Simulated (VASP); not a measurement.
# KCl: single point with PBE

KCl:

```
CELL_PARAMETERS angstrom
3.83920 0.00000 0.00000
0.00000 3.83920 0.00000
0.00000 0.00000 3.83920
ATOMIC_POSITIONS crystal
K 0.00000 0.00000 0.00000
Cl 0.50000 0.50000 0.50000
```

```yaml
Program: VASP 6.6.1
Task: single point
Functional: PBE
Potentials_or_basis: VASP PAW PBE potentials, release 64 (K_sv, Cl)
Cutoff: 520 eV
k_mesh: 6 × 6 × 6
Occupations: gaussian, width 0.05 eV
Spin: no spin polarisation
```

```yaml
Pressure: 0.0 GPa
Band_gap_on_the_k_mesh: 4.80 eV (least direct gap 5.00 eV)
```

Levels at points of the mesh, in eV from the valence-band top:
| k point | band 6 | band 7 | band 8 | band 9 | band 10 | band 11 |
| --- | --- | --- | --- | --- | --- | --- |
| (0.00, 0.00, 0.00) | -0.20 | -0.20 | -0.20 | 4.80 | 6.57 | 6.57 |
| (0.50, 0.00, 0.00) | -1.75 | -0.21 | -0.21 | 7.70 | 7.91 | 8.24 |
| (0.50, 0.50, 0.00) | -1.19 | -1.19 | 0.00 | 6.19 | 7.28 | 8.94 |
| (0.50, 0.50, 0.50) | -1.31 | -1.31 | -1.31 | 8.81 | 8.81 | 8.81 |

Wall time 13 s on 1 thread of Intel(R) Xeon(R) Platinum 8375C CPU @ 2.90GHz (Ice Lake), on a shared host, peak memory 0.16 GiB.

A k mesh can miss the band edges.
